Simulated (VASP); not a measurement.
# As (R-3m) in VASP: single point with PBE

Aim: the single point of As with PBE.

Everything below comes from runs of VASP 6.6.1. Logs are shortened: lines on timing, memory, paths and dates and some standing lists are left out, and cuts for length are marked.

**1. The cell of the first run**

Symmetry: R-3m, No. 166, trigonal system. Conventional cell: a = 3.813 Å, b = 3.813 Å, c = 10.714 Å, α = 90.00°, β = 90.00°, γ = 120.00°. Within 3.4 Å of As (site symmetry 3m) lie 6 As at 2.55 to 3.17 Å.

**2. Single point, PBE, non-collinear spin, zero start, spin-orbit coupling**

INCAR reads:

```
PREC = Accurate
ENCUT = 520
EDIFF = 1E-6
ISMEAR = 0
SIGMA = 0.05
LREAL = False
LASPH = True
NELM = 150
ALGO = Normal
ISIF = 2
LWAVE = False
LCHARG = False
MAGMOM = 0 0 0 0 0 0
LORBIT = 11
LSORBIT = True
GGA_COMPAT = False
LORBMOM = True
GGA = PE
NBANDS = 22
```

KPOINTS reads:

```
regular mesh
0
Gamma
  14 14 14
```

POSCAR reads:

```
As
1.0
    1.9063230751      1.1006161406      3.5713500791
   -1.9063230751      1.1006161406      3.5713500791
    0.0000000000     -2.2012322811      3.5713500791
As
2
Direct
    0.2267564750      0.2267564750      0.2267564750
    0.7732435250      0.7732435250      0.7732435250
```

Potentials or basis: VASP PAW PBE potentials, release 64 (As).

On the command line:

```
$ cat potpaw_PBE.64/As/POTCAR > POTCAR
$ mpirun -np 1 vasp_ncl > vasp.out
```

OUTCAR:

```text
PREC = Accurate
   ENCUT = 520
   EDIFF = 1E-6
   ISMEAR = 0
   LREAL = False
   LASPH = True
   NELM = 150
   ISIF = 2
   LORBIT = 11
   LSORBIT = True
   GGA = PE

 ion  position               nearest neighbor table
   1  0.227  0.227  0.227-   2 2.55   2 2.55   2 2.55
   2  0.773  0.773  0.773-   1 2.55   1 2.55   1 2.55

  LATTYP: Found a trigonal (rhomboedric) cell.
 ALAT       =     4.1952312145
 COS(alpha) =     0.5870369426

  Lattice vectors:

 A1 = (   1.9063230751,   1.1006161406,   3.5713500791)
 A2 = (  -1.9063230751,   1.1006161406,   3.5713500791)
 A3 = (   0.0000000000,  -2.2012322811,   3.5713500791)

Analysis of symmetry for initial positions (statically):
=====================================================================
 Subroutine PRICEL returns:
 Original cell was already a primitive cell.

 Routine SETGRP: Setting up the symmetry group for a
 trigonal (rhombohedral) supercell.

 Subroutine GETGRP returns: Found 12 space group operations
 (whereof 12 operations were pure point group operations)
 out of a pool of 12 trial point group operations.

The static configuration has the point symmetry D_3d.

Analysis of symmetry for dynamics (positions and initial velocities):
=====================================================================
 Subroutine PRICEL returns:
 Original cell was already a primitive cell.

 Routine SETGRP: Setting up the symmetry group for a
 trigonal (rhombohedral) supercell.

 Subroutine GETGRP returns: Found 12 space group operations
 (whereof 12 operations were pure point group operations)
 out of a pool of 12 trial point group operations.

The dynamic configuration has the point symmetry D_3d.

Analysis of structural, dynamic, and magnetic symmetry:
=====================================================================
 Subroutine PRICEL returns:
 Original cell was already a primitive cell.

 Routine SETGRP: Setting up the symmetry group for a
 trigonal (rhombohedral) supercell.

 Subroutine GETGRP returns: Found 12 space group operations
 (whereof 12 operations were pure point group operations)
 out of a pool of 12 trial point group operations.

The overall configuration has the point symmetry D_3d.

 Subroutine INISYM returns: Found 12 space group operations
 (whereof 12 operations are pure point group operations),
 and found     1 'primitive' translations

----------------------------------------------------------------------------------------

                                     Primitive cell

  volume of cell :      44.9589

  direct lattice vectors                    reciprocal lattice vectors
     1.906323075  1.100616141  3.571350079     0.262285027  0.151430331  0.093335385
    -1.906323075  1.100616141  3.571350079    -0.262285027  0.151430331  0.093335385
     0.000000000 -2.201232281  3.571350079     0.000000000 -0.302860662  0.093335385

  length of vectors
     4.195231214  4.195231214  4.195231214     0.316916511  0.316916511  0.316916511

  position of ions in fractional coordinates (direct lattice)
     0.226756475  0.226756475  0.226756475
     0.773243525  0.773243525  0.773243525

  ion indices of the primitive-cell ions
   primitive index   ion index
                 1           1
                 2           2

----------------------------------------------------------------------------------------

 KPOINTS: regular mesh

Automatic generation of k-mesh.
 Grid dimensions read from file:
 generate k-points for:   14   14   14

 Generating k-lattice:

  Cartesian coordinates                     Fractional coordinates (reciprocal lattice)
[... 98 lines left out ...]

 number of electron       9.9999999 magnetization      -0.0000000     -0.0000000     -0.0000000

 number of electron       9.9999999 magnetization       0.0000000      0.0000000      0.0000000

 number of electron       9.9999999 magnetization       0.0000000     -0.0000000      0.0000000

 number of electron       9.9999999 magnetization       0.0000000     -0.0000000     -0.0000000

 Free energy of the ion-electron system (eV)
  ---------------------------------------------------
  ext. energy  EPLUGINS =         0.00000000
  ---------------------------------------------------
  free energy    TOTEN  =        -9.36851680 eV

  energy without entropy =       -9.36829596  energy(sigma->0) =       -9.36840638

 E-fermi :   5.0090     XC(G=0):  -9.7797

 val. band max:        5.0044854634   @ k =  -0.4286   0.5000   0.4286
 cond. band min:       5.0210828916   @ k =   0.4286   0.2857   0.2857
 fundamental gap:      0.0165974282
 Fermi energy:         5.0090060126

 k-point     1 :       0.0000    0.0000    0.0000
  band No.  band energies     occupation
      1      -9.6686      1.00000
      2      -9.6686      1.00000
      3      -1.0341      1.00000
      4      -1.0341      1.00000
      5       2.5399      1.00000
      6       2.5399      1.00000
[... 589 lines left out ...]
     21      13.7403      0.00000
     22      13.7403      0.00000

 [... further k-points ...]

------------------------ aborting loop because EDIFF is reached ----------------------------------------

  FORCE on cell =-STRESS in cart. coord.  units (eV):
  Direction    XX          YY          ZZ          XY          YZ          ZX
  --------------------------------------------------------------------------------------
  -------------------------------------------------------------------------------------
  Total        0.1222672      0.1222672      0.1189858      0.0000000      0.0000000      0.0000000
  in kB        4.3571695      4.3571695      4.2402328      0.0000000      0.0000000      0.0000000
  external PRESSURE =       4.3181906 kB  Pullay stress =       0.0000000 kB

 VOLUME and BASIS-vectors are now :
 -----------------------------------------------------------------------------
  energy-cutoff  :      520.00
  volume of cell :       44.96
      direct lattice vectors                 reciprocal lattice vectors
     1.906323075  1.100616141  3.571350079     0.262285027  0.151430331  0.093335385
    -1.906323075  1.100616141  3.571350079    -0.262285027  0.151430331  0.093335385
     0.000000000 -2.201232281  3.571350079     0.000000000 -0.302860662  0.093335385

 POSITION                                       TOTAL-FORCE (eV/Angst)
 -----------------------------------------------------------------------------------
      0.00000      0.00000      2.42948         0.000000      0.000000      0.041691
      0.00000      0.00000      8.28457         0.000000     -0.000000     -0.041691
 -----------------------------------------------------------------------------------
    total drift:                               -0.000000     -0.000000      0.000000

  FREE ENERGIE OF THE ION-ELECTRON SYSTEM (eV)
  ---------------------------------------------------
  free  energy   TOTEN  =        -9.3685167970 eV

  energy  without entropy=       -9.3682959550  energy(sigma->0) =       -9.36840638

 orbital moment (x)

 # of ion     p       d       tot
 ----------------------------------------
  1         0.000  -0.000   0.000
  2         0.000  -0.000   0.000
 ----------------------------------------
            0.000  -0.000   0.000

 orbital moment (y)

 # of ion     p       d       tot
 ----------------------------------------
  1         0.000   0.000   0.000
  2         0.000   0.000   0.000
 ----------------------------------------
            0.000   0.000   0.000

 orbital moment (z)

 # of ion     p       d       tot
 ----------------------------------------
  1         0.000   0.000   0.000
  2         0.000  -0.000  -0.000
 ----------------------------------------
            0.000   0.000   0.000

 Spin-Orbit-Coupling matrix elements

 Ion:    1  E_soc:     -0.0265391
 l=   1
     0.0000000    -0.0044977    -0.0042655
    -0.0044977     0.0000000    -0.0044977
    -0.0042655    -0.0044977     0.0000000
 l=   2
     0.0000000    -0.0000004     0.0000000    -0.0000004    -0.0000033
    -0.0000004     0.0000000    -0.0000020     0.0000002    -0.0000004
     0.0000000    -0.0000020     0.0000000    -0.0000020     0.0000000
    -0.0000004     0.0000002    -0.0000020     0.0000000    -0.0000004
    -0.0000033    -0.0000004     0.0000000    -0.0000004     0.0000000
 l=   3
     0.0000000     0.0000000     0.0000000     0.0000000     0.0000000     0.0000000     0.0000000
     0.0000000     0.0000000     0.0000000     0.0000000     0.0000000     0.0000000     0.0000000
     0.0000000     0.0000000     0.0000000     0.0000000     0.0000000     0.0000000     0.0000000
     0.0000000     0.0000000     0.0000000     0.0000000     0.0000000     0.0000000     0.0000000
     0.0000000     0.0000000     0.0000000     0.0000000     0.0000000     0.0000000     0.0000000
     0.0000000     0.0000000     0.0000000     0.0000000     0.0000000     0.0000000     0.0000000
     0.0000000     0.0000000     0.0000000     0.0000000     0.0000000     0.0000000     0.0000000

 Ion:    2  E_soc:     -0.0265391
 l=   1
     0.0000000    -0.0044977    -0.0042655
    -0.0044977     0.0000000    -0.0044977
    -0.0042655    -0.0044977     0.0000000
 l=   2
     0.0000000    -0.0000004     0.0000000    -0.0000004    -0.0000033
    -0.0000004     0.0000000    -0.0000020     0.0000002    -0.0000004
     0.0000000    -0.0000020     0.0000000    -0.0000020     0.0000000
    -0.0000004     0.0000002    -0.0000020     0.0000000    -0.0000004
    -0.0000033    -0.0000004     0.0000000    -0.0000004     0.0000000
 l=   3
     0.0000000     0.0000000     0.0000000     0.0000000     0.0000000     0.0000000     0.0000000
     0.0000000     0.0000000     0.0000000     0.0000000     0.0000000     0.0000000     0.0000000
     0.0000000     0.0000000     0.0000000     0.0000000     0.0000000     0.0000000     0.0000000
     0.0000000     0.0000000     0.0000000     0.0000000     0.0000000     0.0000000     0.0000000
     0.0000000     0.0000000     0.0000000     0.0000000     0.0000000     0.0000000     0.0000000
     0.0000000     0.0000000     0.0000000     0.0000000     0.0000000     0.0000000     0.0000000
     0.0000000     0.0000000     0.0000000     0.0000000     0.0000000     0.0000000     0.0000000

 total charge

# of ion       s       p       d       tot
------------------------------------------
    1        1.303   1.337   0.044   2.684
    2        1.303   1.337   0.044   2.684
--------------------------------------------------
tot          2.606   2.674   0.088   5.368

 magnetization (x)

# of ion       s       p       d       tot
------------------------------------------
    1        0.000   0.000  -0.000  -0.000
    2        0.000   0.000  -0.000  -0.000
--------------------------------------------------
tot          0.000   0.000  -0.000  -0.000

 magnetization (y)

# of ion       s       p       d       tot
------------------------------------------
    1        0.000   0.000  -0.000  -0.000
    2        0.000   0.000   0.000   0.000
--------------------------------------------------
tot          0.000   0.000  -0.000  -0.000

 magnetization (z)

# of ion       s       p       d       tot
------------------------------------------
    1        0.000   0.000   0.000   0.000
    2        0.000   0.000   0.000   0.000
--------------------------------------------------
tot          0.000   0.000   0.000   0.000
```

It took 7.8 min on 1 thread of Oxide Virtual Turin-like, shared host; peak memory 0.53 GiB.

Results:

- Free energy: -9.3685 eV
- Pressure: 0.4 GPa
- Largest force: 0.042 eV/Å
- Net moment: 0.00 μB per cell
- Valence electrons inside the program's atomic spheres: As 2.68

Forces in eV/Å, atoms in the order of the input:
```
As   0.000  0.000  0.042
As   0.000  0.000 -0.042
```

Moments on the atoms (μB; x, y, z):
```
As  0.00 0.00 0.00
As  0.00 0.00 0.00
```
